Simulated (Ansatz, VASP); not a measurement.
# One calculation of PbS, two programs

The input INCAR:

```
  PREC = Accurate
  ENCUT = 520
  EDIFF = 1E-6
  ISMEAR = 0
  SIGMA = 0.02
  LREAL = F
  LASPH = T
  NELM = 100
  ALGO = Normal
  ISIF = 2
  LWAVE = F
  LCHARG = F
  GGA = PE
  IVDW = 12
  NBANDS = 28
```

The input KPOINTS:

```
Automatic mesh
0
Gamma
  8 8 6
```

File POSCAR:

```
PbS
1.0
    2.0554605751     -5.8171216217      0.0000000000
    2.0554605751      5.8171216217      0.0000000000
    0.0000000000      0.0000000000      4.2684057435
Pb S
2 2
Direct
    0.8730525374      0.1269474626      0.7500000000
    0.1269474626      0.8730525374      0.2500000000
    0.6405897530      0.3594102470      0.7500000000
    0.3594102470      0.6405897530      0.2500000000
```

Input for Ansatz:

```yaml
crystal:
  lattice:
    - [2.0554605751, -5.8171216217, 0.0]
    - [2.0554605751, 5.8171216217, 0.0]
    - [0.0, 0.0, 4.2684057435]
  atoms:
    - { symbol: Pb, position: [0.8730525374, 0.1269474626, 0.75] }
    - { symbol: Pb, position: [0.1269474626, 0.8730525374, 0.25] }
    - { symbol: S, position: [0.640589753, 0.359410247, 0.75] }
    - { symbol: S, position: [0.359410247, 0.640589753, 0.25] }
basis:
  ecutwfc: 420
kpoints:
  mp_grid: { grid: [8, 8, 6] }
  band_path:
    path:
      - [[0.0, 0.0, 0.0], [-0.5, 0.5, 0.0], [-0.28121347, 0.71878653, 0.0]]
      - [[0.28121347, 0.28121347, 0.0], [0.0, 0.0, 0.0], [0.0, 0.0, 0.5], [0.28121347, 0.28121347, 0.5]]
      - [[-0.28121347, 0.71878653, 0.5], [-0.5, 0.5, 0.5], [-0.5, 0.5, 0.0]]
      - [[0.0, 0.0, 0.0], [0.0, 0.5, 0.0], [0.0, 0.5, 0.5], [0.0, 0.0, 0.5], [-0.5, 0.5, 0.5]]
    npoints: 14
hamiltonian:
  xc: pbe
  dispersion: d3bj
scf:
  occupations: { method: gaussian, width: 0.02 }
  n_extra_bands: 10
output:
  forces: true
  stress: true
  eigenvalues: true
  populations: true
  dos: { projected: true, de: 0.02, nscf_kmesh: { grid: [12, 12, 9] } }
  bader: true
  write_density: true
  write_potential: true
  elf: true
  volumetric_format: npy
```

Alike in both runs: task single point; functional PBE; dispersion D3(BJ); k mesh 8 × 8 × 6; occupations gaussian, width 0.02 eV; no spin polarisation.

|  | VASP | Ansatz |
| --- | --- | --- |
| version | VASP 6.6.1 | Ansatz 0.2.0 |
| potentials or method | VASP PAW PBE potentials, release 64 (Pb_d, S), cutoff 520 eV | scalar-relativistic, plane waves, PAW |
| valence electrons in the cell | 40 | 40 |

```tsv
	VASP	Ansatz	Ansatz less VASP
gap on the k mesh at the Fermi level (eV)	1.22	1.22	-0.002
least direct gap on the mesh (eV)	1.28	1.28	-0.006
pressure (GPa)	-0.1	0.0	+0.07
```

Neither program's run includes spin-orbit coupling.
